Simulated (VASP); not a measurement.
Here is a VASP 6.6.1 calculation.

The input INCAR:

```
PREC = Accurate ; ENCUT = 520
EDIFF = 1E-7 ; ISMEAR = 0
SIGMA = 0.15 ; LREAL = False
LASPH = True ; NELM = 80
ALGO = Fast ; ISIF = 2
LWAVE = False ; LCHARG = False
GGA = PS ; NBANDS = 12
```

The input KPOINTS:

```
regular mesh
0
Gamma
  12 12 12
```

Contents of POSCAR:

```
Sb
1.0
    2.1506003320      1.2416496806      3.7440000000
   -2.1506003320      1.2416496806      3.7440000000
    0.0000000000     -2.4832993611      3.7440000000
Sb
2
Direct
    0.1424915509      0.2411300712      0.2772342754
    0.7663600000      0.7663600000      0.7663600000
```

Potentials or basis: VASP PAW PBE potentials, release 64 (Sb).

Command:

```console
$ cat potpaw_PBE.64/Sb/POTCAR > POTCAR
$ mpirun -np 1 vasp_std > vasp.out
```

Q: What does it give for the band gap on the k mesh?

A: Zero (bands 5 and 6 overlap by 0.65 eV).

Q: Predict the pressure.

A: 4.8 GPa.

Forces on the atoms (eV/Å):
```
Sb   0.697  1.158  1.676
Sb  -0.697 -1.158 -1.676
```

Caveat: the cell differs from its parent crystal (atom 1 (Sb) moved by (-0.300, -0.150) A along [1 1 0] and z); the stress differs along the axes, from 2 to 8 GPa; the PAW data sets were made with another functional, which shifts forces and pressure a little; spin-orbit coupling is left out, which moves the levels of the heavy elements.
